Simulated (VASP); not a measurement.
# SiC (Cmc2_1) in VASP: notebook

The runs below take SiC through single point, with PBE.

Program: VASP 6.6.1. These are calculated values, not measurements. Logs are shortened: lines on timing, memory, paths and dates and some standing lists are left out, and cuts for length are marked.

## Step 1: The cell of the first run

The typed cell holds 12 atoms: a = 3.017 Å, b = 3.017 Å, c = 14.813 Å, α = 90.00°, β = 90.00°, γ = 120.04°.

## Step 2: Single point, PBE (9.73 Å³/atom)

Contents of INCAR:

```
  PREC = Accurate
  ENCUT = 520
  EDIFF = 1E-7
  ISMEAR = -1
  SIGMA = 0.02
  LREAL = False
  LASPH = True
  NELM = 60
  ALGO = Normal
  ISIF = 2
  LWAVE = False
  LCHARG = False
  GGA = PE
  NBANDS = 36
```

Contents of KPOINTS:

```
regular mesh
0
Gamma
  16 16 3
```

Contents of POSCAR:

```
SiC
1.0
    1.5074850627     -2.6130459450      0.0000000000
    1.5074850627      2.6130459450      0.0000000000
    0.0000000000      0.0000000000     14.8132031774
Si C
6 6
Direct
    0.1666598249      0.8333401751      0.8577216566
    0.8333401751      0.1666598249      0.3577216566
    0.5001389609      0.4998610391      0.5245294395
    0.4998610391      0.5001389609      0.0245294395
    0.8334596938      0.1665403062      0.6912134476
    0.1665403062      0.8334596938      0.1912134476
    0.5002028301      0.4997971699      0.6498075252
    0.4997971699      0.5002028301      0.1498075252
    0.1666011335      0.8333988665      0.9826874100
    0.8333988665      0.1666011335      0.4826874100
    0.8334001797      0.1665998203      0.8161805210
    0.1665998203      0.8334001797      0.3161805210
```

Potentials or basis: VASP PAW PBE potentials, release 64 (Si, C).

Started as:

```bash
$ cat potpaw_PBE.64/Si/POTCAR potpaw_PBE.64/C/POTCAR > POTCAR
$ mpirun -np 1 vasp_std > vasp.out
```

OUTCAR:

```text
PREC = Accurate
   ENCUT = 520
   EDIFF = 1E-7
   ISMEAR = -1
   LREAL = False
   LASPH = True
   NELM = 60
   ISIF = 2
   GGA = PE

 ion  position               nearest neighbor table
   1  0.167  0.833  0.858-  11 1.85  11 1.85  11 1.85   9 1.85   5 3.02   5 3.02   5 3.02   4 3.02
                             4 3.02   4 3.02
   2  0.833  0.167  0.358-  12 1.85  12 1.85  12 1.85  10 1.85   6 3.02   6 3.02   6 3.02   3 3.02
                             3 3.02   3 3.02
   3  0.500  0.500  0.525-  10 1.85  10 1.85  10 1.85   7 1.86   5 3.02   5 3.02   5 3.02   2 3.02
                             2 3.02   2 3.02
   4  0.500  0.500  0.025-   9 1.85   9 1.85   9 1.85   8 1.86   6 3.02   6 3.02   6 3.02   1 3.02
                             1 3.02   1 3.02
   5  0.833  0.167  0.691-   7 1.85   7 1.85   7 1.85  11 1.85   1 3.02   1 3.02   1 3.02   3 3.02
                             3 3.02   3 3.02
   6  0.167  0.833  0.191-   8 1.85   8 1.85   8 1.85  12 1.85   2 3.02   2 3.02   2 3.02   4 3.02
                             4 3.02   4 3.02
   7  0.500  0.500  0.650-   5 1.85   5 1.85   5 1.85   3 1.86
   8  0.500  0.500  0.150-   6 1.85   6 1.85   6 1.85   4 1.86
   9  0.167  0.833  0.983-   4 1.85   4 1.85   4 1.85   1 1.85
  10  0.833  0.167  0.483-   3 1.85   3 1.85   3 1.85   2 1.85
  11  0.833  0.167  0.816-   1 1.85   1 1.85   1 1.85   5 1.85
  12  0.167  0.833  0.316-   2 1.85   2 1.85   2 1.85   6 1.85

  LATTYP: Found a base centered orthorhombic cell.
 ALAT       =     3.0149701254
 B/A-ratio  =     1.7333809864
 C/A-ratio  =     4.9132172331

  Lattice vectors:

 A1 = (   1.5074850627,  -2.6130459450,   0.0000000000)
 A2 = (   1.5074850627,   2.6130459450,   0.0000000000)
 A3 = (   0.0000000000,   0.0000000000,  14.8132031774)

Analysis of symmetry for initial positions (statically):
=====================================================================
 Subroutine PRICEL returns:
 Original cell was already a primitive cell.

 Routine SETGRP: Setting up the symmetry group for a
 base centered orthorhombic supercell.

 Subroutine GETGRP returns: Found  4 space group operations
 (whereof  2 operations were pure point group operations)
 out of a pool of  8 trial point group operations.

The static configuration has the point symmetry C_1h.
 The point group associated with its full space group is C_2v.

Analysis of symmetry for dynamics (positions and initial velocities):
=====================================================================
 Subroutine PRICEL returns:
 Original cell was already a primitive cell.

 Routine SETGRP: Setting up the symmetry group for a
 base centered orthorhombic supercell.

 Subroutine GETGRP returns: Found  4 space group operations
 (whereof  2 operations were pure point group operations)
 out of a pool of  8 trial point group operations.

The dynamic configuration has the point symmetry C_1h.
 The point group associated with its full space group is C_2v.

 Subroutine INISYM returns: Found  4 space group operations
 (whereof  2 operations are pure point group operations),
 and found     1 'primitive' translations

----------------------------------------------------------------------------------------

                                     Primitive cell

  volume of cell :     116.7022

  direct lattice vectors                    reciprocal lattice vectors
     1.507485063 -2.613045945  0.000000000     0.331678245 -0.191347573  0.000000000
     1.507485063  2.613045945  0.000000000     0.331678245  0.191347573  0.000000000
     0.000000000  0.000000000 14.813203177     0.000000000  0.000000000  0.067507344

  length of vectors
     3.016706868  3.016706868 14.813203177     0.382915594  0.382915594  0.067507344

  position of ions in fractional coordinates (direct lattice)
     0.166659825  0.833340175  0.857721657
     0.833340175  0.166659825  0.357721657
     0.500138961  0.499861039  0.524529440
     0.499861039  0.500138961  0.024529440
     0.833459694  0.166540306  0.691213448
     0.166540306  0.833459694  0.191213448
     0.500202830  0.499797170  0.649807525
     0.499797170  0.500202830  0.149807525
     0.166601134  0.833398866  0.982687410
     0.833398866  0.166601134  0.482687410
     0.833400180  0.166599820  0.816180521
     0.166599820  0.833400180  0.316180521

  ion indices of the primitive-cell ions
   primitive index   ion index
                 1           1
                 2           2
                 3           3
                 4           4
                 5           5
                 6           6
                 7           7
                 8           8
                 9           9
                10          10
                11          11
                12          12

----------------------------------------------------------------------------------------

 KPOINTS: regular mesh

Automatic generation of k-mesh.
 Grid dimensions read from file:
 generate k-points for:   16   16    3

 Generating k-lattice:

  Cartesian coordinates                     Fractional coordinates (reciprocal lattice)
     0.020729890 -0.011959223  0.000000000     0.062500000  0.000000000  0.000000000
     0.020729890  0.011959223  0.000000000     0.000000000  0.062500000  0.000000000
     0.000000000  0.000000000  0.022502448     0.000000000  0.000000000  0.333333333

  Length of vectors
     0.023932225  0.023932225  0.022502448

  Shift w.r.t. Gamma in fractional coordinates (k-lattice)
     0.000000000  0.000000000  0.000000000

 Subroutine IBZKPT returns following result:
 ===========================================

 Found    146 irreducible k-points:

 Following reciprocal coordinates:
            Coordinates               Weight
  0.000000  0.000000  0.000000      1.000000
  0.062500  0.000000  0.000000      4.000000
  0.125000  0.000000  0.000000      4.000000
  0.187500 -0.000000  0.000000      4.000000
  0.250000  0.000000  0.000000      4.000000
  0.312500  0.000000  0.000000      4.000000
[... 16 lines left out ...]
 -0.125000  0.062500  0.000000      4.000000
 -0.062500  0.062500  0.000000      2.000000
 [... further k-points ...]
   k-points           NKPTS =    146   k-points in BZ     NKDIM =    146   number of bands    NBANDS=     36
   number of dos      NEDOS =    301   number of ions     NIONS =     12
   total plane-waves  NPLWV =  64512
   dimension x,y,z NGX =    24 NGY =   24 NGZ =  112
   dimension x,y,z NGXF=    48 NGYF=   48 NGZF=  224
   ions per type =               6   6
   NGX,Y,Z   is equivalent  to a cutoff of  13.23, 13.23, 12.57 a.u.
   NGXF,Y,Z  is equivalent  to a cutoff of  26.45, 26.45, 25.14 a.u.
 SYSTEM =  unknown system
   PREC   = accura    normal or accurate (medium, high low for compatibility)
   ISTART =      0    job   : 0-new  1-cont  2-samecut
   ICHARG =      2    charge: 1-file 2-atom 10-const
   ISPIN  =      1    spin polarized calculation?
   LNONCOLLINEAR =      F non collinear calculations
   LSORBIT =      F    spin-orbit coupling
   LASPH  =      T    aspherical Exc in radial PAW
   ENCUT  =  520.0 eV  38.22 Ry    6.18 a.u.   5.61  5.61 27.54*2*pi/ulx,y,z
   NELM   =     60;   NELMIN=  2; NELMDL= -5     # of ELM steps
   EDIFF  = 0.1E-06   stopping-criterion for ELM
   LREAL  =      F    real-space projection
   EDIFFG = 0.1E-05   stopping-criterion for IOM
   NSW    =      0    number of steps for IOM
   IBRION =     -1    ionic relax: 0-MD 1-quasi-New 2-CG
   NFREE  =      0    steps in history (QN), initial steepest desc. (CG)
   ISIF   =      2    stress and relaxation
   ISYM   =      2    0-nonsym 1-usesym 2-fastsym
   POTIM  = 0.5000    time-step for ionic-motion
   TEBEG  =    0.0;   TEEND  =   0.0 temperature during run
   PSTRESS=    0.0 pullay stress
   NELECT =      48.0000    total number of electrons
   NUPDOWN=      -1.0000    fix difference up-down
   EMIN   =  10.00;   EMAX   =-10.00  energy-range for DOS
   EFERMI =   0.00;   METHOD = LEGACY
   ISMEAR =    -1;   SIGMA  =   0.02  broadening in eV -4-tet -1-fermi 0-gaus
   EFERMI_NEDOS =   21; number of points for ismear=-14 and -15
   IALGO  =     38    algorithm
   IMIX   =      4    mixing-type and parameters
     AMIX     =   0.40;   BMIX     =  1.00
     AMIX_MAG =   1.60;   BMIX_MAG =  1.00
  volume/ion in A,a.u.               =       9.73        65.63
  Fermi-wavevector in a.u.,A,eV,Ry     =   1.217481  2.300706 20.167375  1.482260
  Thomas-Fermi vector in A             =   2.352800
   LORBIT       =      0    0 simple, 1 ext, 2 COOP (PROOUT), +10 PAW based schemes
   GGA     = PE    functional components
   LHFCALC =     F    Hartree Fock is set to
   AEXX    =    0.0000 exact exchange contribution
   IVDW    =     0    specifies the selected vdW correction
   LEPSILON=     F    determine dielectric tensor
   LRPA    =     F    only Hartree local field effects (RPA)
 non-spin polarized calculation
  energy-cutoff  :      520.00
  volume of cell :      116.70
 maximum number of plane-waves:      3199
   NGX = 11   NGY = 11   NGZ = 55

 number of electron      47.9999995 magnetization

 Free energy of the ion-electron system (eV)
  ---------------------------------------------------
  ext. energy  EPLUGINS =         0.00000000
  ---------------------------------------------------
  free energy    TOTEN  =       -89.85997684 eV

  energy without entropy =      -89.85997684  energy(sigma->0) =      -89.85997684

 E-fermi :   9.3051     XC(G=0): -11.6268

 val. band max:        8.8714652902   @ k =   0.0000   0.0000   0.0000
 cond. band min:      10.8686691401   @ k =   0.5000   0.0000   0.0000
 fundamental gap:      1.9972038500
 Fermi energy:         9.3050592362

 k-point     1 :       0.0000    0.0000    0.0000
  band No.  band energies     occupation
      1      -7.0885      2.00000
      2      -6.5425      2.00000
      3      -6.5030      2.00000
      4      -4.9287      2.00000
      5      -4.8993      2.00000
      6      -3.2931      2.00000
[... 925 lines left out ...]
     35      16.5649      0.00000
     36      16.6712      0.00000

 [... further k-points ...]

------------------------ aborting loop because EDIFF is reached ----------------------------------------

  FORCE on cell =-STRESS in cart. coord.  units (eV):
  Direction    XX          YY          ZZ          XY          YZ          ZX
  --------------------------------------------------------------------------------------
  -------------------------------------------------------------------------------------
  Total       13.9935008     13.7607000     13.3823779      0.0000000      0.0000000      0.0000000
  in kB      192.1135160    188.9174485    183.7235518      0.0000000      0.0000000      0.0000000
  external PRESSURE =     188.2515054 kB  Pullay stress =       0.0000000 kB

 VOLUME and BASIS-vectors are now :
 -----------------------------------------------------------------------------
  energy-cutoff  :      520.00
  volume of cell :      116.70
      direct lattice vectors                 reciprocal lattice vectors
     1.507485063 -2.613045945  0.000000000     0.331678245 -0.191347573  0.000000000
     1.507485063  2.613045945  0.000000000     0.331678245  0.191347573  0.000000000
     0.000000000  0.000000000 14.813203177     0.000000000  0.000000000  0.067507344

 POSITION                                       TOTAL-FORCE (eV/Angst)
 -----------------------------------------------------------------------------------
      1.50749      1.74207     12.70561         0.000000      0.000866      0.001286
      1.50749     -1.74207      5.29900         0.000000     -0.000866      0.001286
      1.50749     -0.00073      7.76996         0.000000     -0.000892      0.008117
      1.50749      0.00073      0.36336         0.000000      0.000892      0.008117
      1.50749     -1.74269     10.23909         0.000000      0.000877      0.002531
      1.50749      1.74269      2.83248         0.000000     -0.000877      0.002531
      1.50749     -0.00106      9.62573         0.000000     -0.000853     -0.007920
      1.50749      0.00106      2.21913         0.000000      0.000853     -0.007920
      1.50749      1.74237     14.55675         0.000000     -0.000853     -0.002427
      1.50749     -1.74237      7.15015         0.000000      0.000853     -0.002427
      1.50749     -1.74238     12.09025         0.000000     -0.000880     -0.001587
      1.50749      1.74238      4.68365         0.000000      0.000880     -0.001587
 -----------------------------------------------------------------------------------
    total drift:                                0.000000     -0.000000     -0.000246

  FREE ENERGIE OF THE ION-ELECTRON SYSTEM (eV)
  ---------------------------------------------------
  free  energy   TOTEN  =       -89.8599768415 eV

  energy  without entropy=      -89.8599768415  energy(sigma->0) =      -89.85997684
```

Wall time 5.6 min (1 thread of Intel Xeon Platinum 8559C (Emerald Rapids), shared host); peak memory 0.53 GiB.

Results:

* Free energy: -89.8600 eV
* Pressure: 18.8 GPa
* Largest force: 0.008 eV/Å
* Band gap on the k mesh: 2.00 eV (least direct gap 3.12 eV)

Forces in eV/Å, atoms in the order of the input:
```
Si   0.000  0.001  0.001
Si   0.000 -0.001  0.001
Si   0.000 -0.001  0.008
Si   0.000  0.001  0.008
Si   0.000  0.001  0.003
Si   0.000 -0.001  0.003
C    0.000 -0.001 -0.008
C    0.000  0.001 -0.008
C    0.000 -0.001 -0.002
C    0.000  0.001 -0.002
C    0.000 -0.001 -0.002
C    0.000  0.001 -0.002
```

Levels at points of the mesh, in eV from the valence-band top:
```
           k point  band 21  band 22  band 23  band 24  band 25  band 26  band 27  band 28
(0.00, 0.00, 0.00)    -0.30    -0.05    -0.01     0.00     5.74     5.90     6.34     6.84
(0.50, 0.00, 0.00)    -1.87    -1.84    -1.72    -1.12     2.00     2.23     3.31     3.98
(0.50, 0.50, 0.00)    -1.86    -1.83    -1.73    -1.11     2.00     2.24     3.33     3.99
```

Caveat: the cell stands under pressure. A k mesh can miss the band edges.

## Step 3: Single point, PBE

This run uses another cell than the first one, of 10.35 Å³/atom.

Contents of INCAR:

```
ALGO     = Normal         # electronic algorithm
EDIFF    = 1E-6           # SCF threshold, eV
ENCUT    = 520            # plane-wave cutoff, eV
GGA      = PE             # functional
ISIF     = 2              # what is computed and relaxed
ISMEAR   = -1             # smearing method
LASPH    = True           # aspherical terms in the spheres
LCHARG   = False          # write CHGCAR
LREAL    = False          # projectors in reciprocal space
LWAVE    = False          # write WAVECAR
NBANDS   = 36             # bands
NELM     = 80             # most SCF steps
PREC     = Accurate       # precision mode
SIGMA    = 0.02           # smearing width, eV
```

Contents of KPOINTS:

```
k-points
0
Gamma
  10 10 2
```

Contents of POSCAR:

```
SiC
1.0
    1.5389000000     -2.6675000000      0.0000000000
    1.5389000000      2.6675000000      0.0000000000
    0.0000000000      0.0000000000     15.1219000000
Si C
6 6
Direct
    0.1666620609      0.8333379391      0.8577214520
    0.8333379391      0.1666620609      0.3577214520
    0.5001149274      0.4998850726      0.5245066742
    0.4998850726      0.5001149274      0.0245066742
    0.8334420063      0.1665579937      0.6912249934
    0.1665579937      0.8334420063      0.1912249934
    0.5001800044      0.4998199956      0.6498136388
    0.4998199956      0.5001800044      0.1498136388
    0.1666200921      0.8333799079      0.9826819951
    0.8333799079      0.1666200921      0.4826819951
    0.8333969726      0.1666030274      0.8161912464
    0.1666030274      0.8333969726      0.3161912464
```

Potentials or basis: VASP PAW PBE potentials, release 64 (Si, C).

Started as:

```bash
$ cat potpaw_PBE.64/Si/POTCAR potpaw_PBE.64/C/POTCAR > POTCAR
$ mpirun -np 1 vasp_std > vasp.out
```

It took 3.8 min on 1 thread of Oxide Virtual Turin-like, shared host; peak memory 0.32 GiB.

The run converged. Its results:

* Free energy: -90.3551 eV
* Pressure: 3.2 GPa
* Band gap on the k mesh: 2.02 eV (least direct gap 3.12 eV)

Stress tensor (GPa, compression positive):
```
3.47 0.00 0.00
0.00 3.17 0.00
0.00 0.00 2.83
```

Levels at points of the mesh, in eV from the valence-band top:
| k point | band 20 | band 21 | band 22 | band 23 | band 24 | band 25 | band 26 | band 27 | band 28 | band 29 |
| --- | --- | --- | --- | --- | --- | --- | --- | --- | --- | --- |
| (0.00, 0.00, 0.00) | -0.31 | -0.30 | -0.05 | -0.01 | 0.00 | 5.19 | 5.36 | 5.77 | 6.28 | 6.29 |
| (0.50, 0.00, 0.00) | -2.27 | -1.82 | -1.79 | -1.67 | -1.11 | 2.02 | 2.21 | 3.21 | 3.88 | 4.58 |
| (0.50, 0.50, 0.00) | -2.27 | -1.81 | -1.78 | -1.67 | -1.10 | 2.02 | 2.22 | 3.22 | 3.89 | 4.59 |
| (0.00, 0.00, 0.50) | -0.63 | -0.10 | -0.10 | -0.10 | -0.10 | 5.25 | 5.25 | 6.00 | 6.00 | 6.66 |
| (0.50, 0.00, 0.50) | -2.36 | -1.72 | -1.72 | -1.31 | -1.31 | 2.06 | 2.06 | 3.43 | 3.43 | 4.81 |
| (0.50, 0.50, 0.50) | -2.35 | -1.73 | -1.73 | -1.30 | -1.30 | 2.07 | 2.07 | 3.44 | 3.44 | 4.82 |

Caveat: the cell stands under pressure.
